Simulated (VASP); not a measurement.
# Be12Al in VASP: further runs

Runs on Be12Al. Level: PBEsol. Tasks: single point.

Everything below comes from runs of VASP 6.6.1. Logs are shortened: lines on timing, memory, paths and dates and some standing lists are left out, and cuts for length are marked.

## Step 1: The cell of the first run

The cell holds a slab with vacuum, 13 atoms: a = 4.580 Å, b = 4.580 Å, c = 14.588 Å, α = 90.00°, β = 90.00°, γ = 60.00°.

## Step 2: Single point, PBEsol

INCAR reads:

```
ALGO = Normal
EDIFF = 1E-6
ENCUT = 520
GGA = PS
ISIF = 2
ISMEAR = 0
LASPH = True
LCHARG = False
LREAL = False
LWAVE = False
NBANDS = 26
NELM = 100
PREC = Accurate
SIGMA = 0.05
```

KPOINTS reads:

```
k-points
0
Gamma
  4 4 1
```

POSCAR reads:

```
Be12Al
1.0
    4.5800000000      0.0000000000      0.0000000000
    2.2900000000      3.9663960000      0.0000000000
    0.0000000000      0.0000000000     14.5884300000
Be Al
12 1
Direct
    0.0000000000      0.0000000000      0.0685474722
    0.5000000000      0.0000000000      0.0685474722
    0.0000000000      0.5000000000      0.0685474722
    0.5000000000      0.5000000000      0.0685474722
   -0.1624546580      0.3327433771      0.1902232797
    0.3323181096      0.3315821214      0.1903785397
   -0.1682574722      0.8336083941      0.1916006040
    0.3330259502      0.8348581433      0.1896210901
   -0.0009101248      0.0020350968      0.3124281365
    0.4999102999     -0.0002385037      0.3184775881
    0.0010645351      0.5010704932      0.3158054020
    0.5061755702      0.4964615233      0.3074492594
    0.2731052587      0.6715794389      0.4590206074
```

Potentials or basis: VASP PAW PBE potentials, release 64 (Be, Al).

The run is started by

```sh
cat potpaw_PBE.64/Be/POTCAR potpaw_PBE.64/Al/POTCAR > POTCAR
mpirun -np 1 vasp_std > vasp.out
```

OUTCAR:

```text
EDIFF = 1E-6
   ENCUT = 520
   GGA = PS
   ISIF = 2
   ISMEAR = 0
   LASPH = True
   LREAL = False
   NELM = 100
   PREC = Accurate

 ion  position               nearest neighbor table
   1  0.000  0.000  0.069-   8 2.21   5 2.21   7 2.23   3 2.29   3 2.29   4 2.29   4 2.29   2 2.29
                             2 2.29
   2  0.500  0.000  0.069-   8 2.20   6 2.21   7 2.23   4 2.29   3 2.29   4 2.29   3 2.29   1 2.29
                             1 2.29
   3  0.000  0.500  0.069-   5 2.20   6 2.21   7 2.23   1 2.29   1 2.29   2 2.29   2 2.29   4 2.29
                             4 2.29
   4  0.500  0.500  0.069-   8 2.21   6 2.22   5 2.22   2 2.29   1 2.29   2 2.29   1 2.29   3 2.29
                             3 2.29
   5  0.838  0.333  0.190-  12 2.16   3 2.20   1 2.21   9 2.21   4 2.22  11 2.26   6 2.26   8 2.27
                             7 2.28   7 2.30   8 2.31   6 2.32
   6  0.332  0.332  0.190-  12 2.17   2 2.21   3 2.21   4 2.22  11 2.25   5 2.26   8 2.27   7 2.28
                            10 2.29   7 2.30   8 2.31   5 2.32
   7  0.832  0.834  0.192-   9 2.21   2 2.23   3 2.23   1 2.23  11 2.24  10 2.27   5 2.28   8 2.28
                             6 2.28   6 2.30   8 2.30   5 2.30
   8  0.333  0.835  0.190-  12 2.18   2 2.20   1 2.21   4 2.21   9 2.23   6 2.27   5 2.27   7 2.28
                            10 2.29   7 2.30   5 2.31   6 2.31
   9  0.999  0.002  0.312-   7 2.21   5 2.21   8 2.23  12 2.26  10 2.29  11 2.29  11 2.29  10 2.29
                            12 2.32  13 2.56
  10  0.500  1.000  0.318-   7 2.27   6 2.29  11 2.29   9 2.29  11 2.29   9 2.29   8 2.29  12 2.30
                            12 2.30
  11  0.001  0.501  0.316-   7 2.24   6 2.25   5 2.26  12 2.28  10 2.29   9 2.29   9 2.29  10 2.29
                            12 2.31  13 2.74
  12  0.506  0.496  0.307-   5 2.16   6 2.17   8 2.18   9 2.26  11 2.28  10 2.30  10 2.30  11 2.31
                             9 2.32  13 2.41
  13  0.273  0.672  0.459-  12 2.41   9 2.56  11 2.74

  LATTYP: Found a hexagonal cell.
 ALAT       =     4.5799996975
 C/A-ratio  =     3.1852469353

  Lattice vectors:

 A1 = (  -2.2900000000,  -3.9663960000,   0.0000000000)
 A2 = (   4.5800000000,   0.0000000000,   0.0000000000)
 A3 = (   0.0000000000,   0.0000000000,  14.5884300000)

Analysis of symmetry for initial positions (statically):
=====================================================================
 Subroutine PRICEL returns:
 Original cell was already a primitive cell.

 Routine SETGRP: Setting up the symmetry group for a
 hexagonal supercell.

 Subroutine GETGRP returns: Found  1 space group operations
 (whereof  1 operations were pure point group operations)
 out of a pool of 24 trial point group operations.

The static configuration has the point symmetry C_1 .

Analysis of symmetry for dynamics (positions and initial velocities):
=====================================================================
 Subroutine PRICEL returns:
 Original cell was already a primitive cell.

 Routine SETGRP: Setting up the symmetry group for a
 hexagonal supercell.

 Subroutine GETGRP returns: Found  1 space group operations
 (whereof  1 operations were pure point group operations)
 out of a pool of 24 trial point group operations.

The dynamic configuration has the point symmetry C_1 .

 Subroutine INISYM returns: Found  1 space group operations
 (whereof  1 operations are pure point group operations),
 and found     1 'primitive' translations

----------------------------------------------------------------------------------------

                                     Primitive cell

  volume of cell :     265.0148

  direct lattice vectors                    reciprocal lattice vectors
     4.580000000  0.000000000  0.000000000     0.218340611 -0.126059022  0.000000000
     2.290000000  3.966396000  0.000000000     0.000000000  0.252118044  0.000000000
     0.000000000  0.000000000 14.588430000     0.000000000  0.000000000  0.068547472

  length of vectors
     4.580000000  4.579999697 14.588430000     0.252118027  0.252118044  0.068547472

  position of ions in fractional coordinates (direct lattice)
     0.000000000  0.000000000  0.068547472
     0.500000000  0.000000000  0.068547472
     1.000000000  0.500000000  0.068547472
     0.500000000  0.500000000  0.068547472
     0.837545342  0.332743377  0.190223280
     0.332318110  0.331582121  0.190378540
     0.831742528  0.833608394  0.191600604
     0.333025950  0.834858143  0.189621090
     0.999089875  0.002035097  0.312428137
     0.499910300  0.999761496  0.318477588
     0.001064535  0.501070493  0.315805402
     0.506175570  0.496461523  0.307449259
     0.273105259  0.671579439  0.459020607

  ion indices of the primitive-cell ions
   primitive index   ion index
                 1           1
                 2           2
                 3           3
                 4           4
                 5           5
                 6           6
                 7           7
                 8           8
                 9           9
                10          10
                11          11
                12          12
                13          13

----------------------------------------------------------------------------------------

 KPOINTS: k-points

Automatic generation of k-mesh.
 Grid dimensions read from file:
 generate k-points for:    4    4    1

 Generating k-lattice:

  Cartesian coordinates                     Fractional coordinates (reciprocal lattice)
     0.054585153 -0.031514755  0.000000000     0.250000000 -0.000000000  0.000000000
     0.000000000  0.063029511  0.000000000     0.000000000  0.250000000  0.000000000
     0.000000000  0.000000000  0.068547472     0.000000000  0.000000000  1.000000000

  Length of vectors
     0.063029507  0.063029511  0.068547472

  Shift w.r.t. Gamma in fractional coordinates (k-lattice)
     0.000000000  0.000000000  0.000000000

 Subroutine IBZKPT returns following result:
 ===========================================

 Found     10 irreducible k-points:

 Following reciprocal coordinates:
            Coordinates               Weight
  0.000000  0.000000  0.000000      1.000000
  0.250000  0.000000  0.000000      2.000000
  0.250000  0.250000  0.000000      2.000000
  0.000000  0.250000  0.000000      2.000000
  0.500000  0.000000  0.000000      1.000000
  0.500000  0.500000  0.000000      1.000000
  0.000000  0.500000  0.000000      1.000000
  0.500000  0.250000  0.000000      2.000000
  0.250000  0.500000  0.000000      2.000000
 -0.250000  0.250000  0.000000      2.000000
   k-points           NKPTS =     10   k-points in BZ     NKDIM =     10   number of bands    NBANDS=     26
   number of dos      NEDOS =    301   number of ions     NIONS =     13
   total plane-waves  NPLWV = 139968
   dimension x,y,z NGX =    36 NGY =   36 NGZ =  108
   dimension x,y,z NGXF=    72 NGYF=   72 NGZF=  216
   ions per type =              12   1
   NGX,Y,Z   is equivalent  to a cutoff of  13.07, 13.07, 12.31 a.u.
   NGXF,Y,Z  is equivalent  to a cutoff of  26.13, 26.13, 24.61 a.u.
 SYSTEM =  unknown system
   PREC   = accura    normal or accurate (medium, high low for compatibility)
   ISTART =      0    job   : 0-new  1-cont  2-samecut
   ICHARG =      2    charge: 1-file 2-atom 10-const
   ISPIN  =      1    spin polarized calculation?
   LNONCOLLINEAR =      F non collinear calculations
   LSORBIT =      F    spin-orbit coupling
   LASPH  =      T    aspherical Exc in radial PAW
   ENCUT  =  520.0 eV  38.22 Ry    6.18 a.u.   8.52  8.52 27.12*2*pi/ulx,y,z
   NELM   =    100;   NELMIN=  2; NELMDL= -5     # of ELM steps
   EDIFF  = 0.1E-05   stopping-criterion for ELM
   LREAL  =      F    real-space projection
   EDIFFG = 0.1E-04   stopping-criterion for IOM
   NSW    =      0    number of steps for IOM
   IBRION =     -1    ionic relax: 0-MD 1-quasi-New 2-CG
   NFREE  =      0    steps in history (QN), initial steepest desc. (CG)
   ISIF   =      2    stress and relaxation
   ISYM   =      2    0-nonsym 1-usesym 2-fastsym
   POTIM  = 0.5000    time-step for ionic-motion
   TEBEG  =    0.0;   TEEND  =   0.0 temperature during run
   PSTRESS=    0.0 pullay stress
   NELECT =      27.0000    total number of electrons
   NUPDOWN=      -1.0000    fix difference up-down
   EMIN   =  10.00;   EMAX   =-10.00  energy-range for DOS
   EFERMI =   0.00;   METHOD = LEGACY
   ISMEAR =     0;   SIGMA  =   0.05  broadening in eV -4-tet -1-fermi 0-gaus
   EFERMI_NEDOS =   21; number of points for ismear=-14 and -15
   IALGO  =     38    algorithm
   IMIX   =      4    mixing-type and parameters
     AMIX     =   0.40;   BMIX     =  1.00
     AMIX_MAG =   1.60;   BMIX_MAG =  1.00
  volume/ion in A,a.u.               =      20.39       137.57
  Fermi-wavevector in a.u.,A,eV,Ry     =   0.764609  1.444901  7.954331  0.584627
  Thomas-Fermi vector in A             =   1.864548
   LORBIT       =      0    0 simple, 1 ext, 2 COOP (PROOUT), +10 PAW based schemes
   GGA     = PS    functional components
   LHFCALC =     F    Hartree Fock is set to
   AEXX    =    0.0000 exact exchange contribution
   IVDW    =     0    specifies the selected vdW correction
   LEPSILON=     F    determine dielectric tensor
   LRPA    =     F    only Hartree local field effects (RPA)
 non-spin polarized calculation
 Gauss-broadening in eV      SIGMA  =   0.05
  energy-cutoff  :      520.00
  volume of cell :      265.01
 maximum number of plane-waves:      7153
 NGX is ok and might be reduce to    36
   NGX = 17   NGY = 17   NGZ = 55

 number of electron      27.0000000 magnetization

 Free energy of the ion-electron system (eV)
  ---------------------------------------------------
  ext. energy  EPLUGINS =         0.00000000
  ---------------------------------------------------
  free energy    TOTEN  =       -47.03858434 eV

  energy without entropy =      -47.02734004  energy(sigma->0) =      -47.03296219

 E-fermi :   0.0382     XC(G=0):  -6.1122

 val. band max:        0.0275387298   @ k =   0.2500   0.5000   0.0000
 cond. band min:       0.0781987976   @ k =   0.5000   0.5000   0.0000
 fundamental gap:      0.0506600678
 Fermi energy:         0.0382473126

 k-point     1 :       0.0000    0.0000    0.0000
  band No.  band energies     occupation
      1      -9.6743      2.00000
      2      -7.6882      2.00000
      3      -5.4551      2.00000
      4      -3.5207      2.00000
      5      -3.5060      2.00000
      6      -3.4998      2.00000
[... 17 lines left out ...]
     24       4.4049      0.00000
     25       4.9928      0.00000

 k-point     2 :       0.2500    0.0000    0.0000
  band No.  band energies     occupation
      1      -9.2312      2.00000
      2      -7.2451      2.00000
      3      -5.7563      2.00000
      4      -5.0127      2.00000
      5      -4.0443      2.00000
      6      -4.0222      2.00000
[... 17 lines left out ...]
     24       4.9291      0.00000
     25       4.9888      0.00000

 k-point     3 :       0.2500    0.2500    0.0000
  band No.  band energies     occupation
      1      -9.2308      2.00000
      2      -7.2428      2.00000
      3      -5.7390      2.00000
      4      -5.0526      2.00000
      5      -4.0273      2.00000
      6      -4.0155      2.00000
[... 160 lines left out ...]
 k-point     9 :       0.2500    0.5000    0.0000
  band No.  band energies     occupation
      1      -8.3452      2.00000
      2      -6.6672      2.00000
      3      -6.5384      2.00000
      4      -6.3127      2.00000
      5      -4.8853      2.00000
      6      -4.3784      2.00000
[... 17 lines left out ...]
     24       5.5436      0.00000
     25       5.9520      0.00000

 k-point    10 :      -0.2500    0.2500    0.0000
  band No.  band energies     occupation
      1      -8.3465      2.00000
      2      -6.6762      2.00000
      3      -6.5313      2.00000
      4      -6.3166      2.00000
      5      -4.8473      2.00000
      6      -4.4131      2.00000
[... 17 lines left out ...]
     24       5.6047      0.00000
     25       5.9044      0.00000
 [bands above 25 left out]

------------------------ aborting loop because EDIFF is reached ----------------------------------------

  FORCE on cell =-STRESS in cart. coord.  units (eV):
  Direction    XX          YY          ZZ          XY          YZ          ZX
  --------------------------------------------------------------------------------------
  -------------------------------------------------------------------------------------
  Total       -9.0165645     -8.8491150      0.2179113     -0.3181613      0.0341770     -0.1623680
  in kB      -54.5106765    -53.4983414      1.3174078     -1.9234805      0.2066209     -0.9816144
  external PRESSURE =     -35.5638700 kB  Pullay stress =       0.0000000 kB

 VOLUME and BASIS-vectors are now :
 -----------------------------------------------------------------------------
  energy-cutoff  :      520.00
  volume of cell :      265.01
      direct lattice vectors                 reciprocal lattice vectors
     4.580000000  0.000000000  0.000000000     0.218340611 -0.126059022  0.000000000
     2.290000000  3.966396000  0.000000000     0.000000000  0.252118044  0.000000000
     0.000000000  0.000000000 14.588430000     0.000000000  0.000000000  0.068547472

 POSITION                                       TOTAL-FORCE (eV/Angst)
 -----------------------------------------------------------------------------------
      0.00000      0.00000      1.00000        -0.057470      0.064244     -0.001524
      2.29000      0.00000      1.00000         0.059423      0.006329     -0.023197
      1.14500      1.98320      1.00000        -0.038198      0.003996      0.019980
      3.43500      1.98320      1.00000         0.058984     -0.076315     -0.049913
      4.59794      1.31979      2.77506         0.002790     -0.000737     -0.009627
      2.28134      1.31519      2.77732        -0.002124     -0.004572     -0.000498
      5.71834      3.30642      2.79515        -0.001336     -0.004640      0.003245
      3.43708      3.31138      2.76627         0.006902      0.004868     -0.000735
      4.58049      0.00807      4.55784         0.005184      0.003052      0.004714
      4.57904      3.96545      4.64609        -0.010676     -0.001618      0.010621
      1.15233      1.98744      4.60711         0.006256      0.004058      0.015489
      3.45518      1.96916      4.48520         0.002744     -0.007295      0.015775
      2.78874      2.66375      6.69639        -0.032478      0.008630      0.015670
 -----------------------------------------------------------------------------------
    total drift:                                0.000008     -0.000002      0.000107

  FREE ENERGIE OF THE ION-ELECTRON SYSTEM (eV)
  ---------------------------------------------------
  free  energy   TOTEN  =       -47.0385843419 eV

  energy  without entropy=      -47.0273400435  energy(sigma->0) =      -47.03296219
```

It took 72 s on 1 thread of Intel Xeon 6975P-C, shared host; peak memory 0.38 GiB.

Results:

```yaml
Free_energy: -47.0386 eV
Largest_force: 0.109 eV/Å
```

Forces in eV/Å, atoms in the order of the input:
```
Be  -0.057  0.064 -0.002
Be   0.059  0.006 -0.023
Be  -0.038  0.004  0.020
Be   0.059 -0.076 -0.050
Be   0.003 -0.001 -0.010
Be  -0.002 -0.005  0.000
Be  -0.001 -0.005  0.003
Be   0.007  0.005 -0.001
Be   0.005  0.003  0.005
Be  -0.011 -0.002  0.011
Be   0.006  0.004  0.015
Be   0.003 -0.007  0.016
Al  -0.032  0.009  0.016
```

Levels at points of the mesh, in eV from the Fermi level:
| k point | band 10 | band 11 | band 12 | band 13 | band 14 | band 15 | band 16 | band 17 | band 18 | band 19 |
| --- | --- | --- | --- | --- | --- | --- | --- | --- | --- | --- |
| (0.00, 0.00, 0.00) | -2.10 | -1.79 | -1.78 | -1.76 | -0.93 | 1.63 | 2.20 | 2.37 | 3.05 | 3.22 |
| (0.50, 0.00, 0.00) | -2.29 | -1.10 | -0.36 | 0.08 | 0.27 | 0.58 | 2.39 | 2.52 | 3.19 | 3.31 |
| (0.50, 0.50, 0.00) | -2.32 | -1.11 | -0.38 | 0.04 | 0.32 | 0.56 | 2.44 | 2.47 | 3.19 | 3.32 |
| (0.00, 0.50, 0.00) | -2.32 | -1.11 | -0.36 | 0.07 | 0.29 | 0.58 | 2.40 | 2.48 | 3.20 | 3.30 |

Caveat: the k points lie up to 0.40 Å⁻¹ apart; the PAW data sets were made with another functional, which shifts forces and pressure a little.

[end of part 1 of 2]
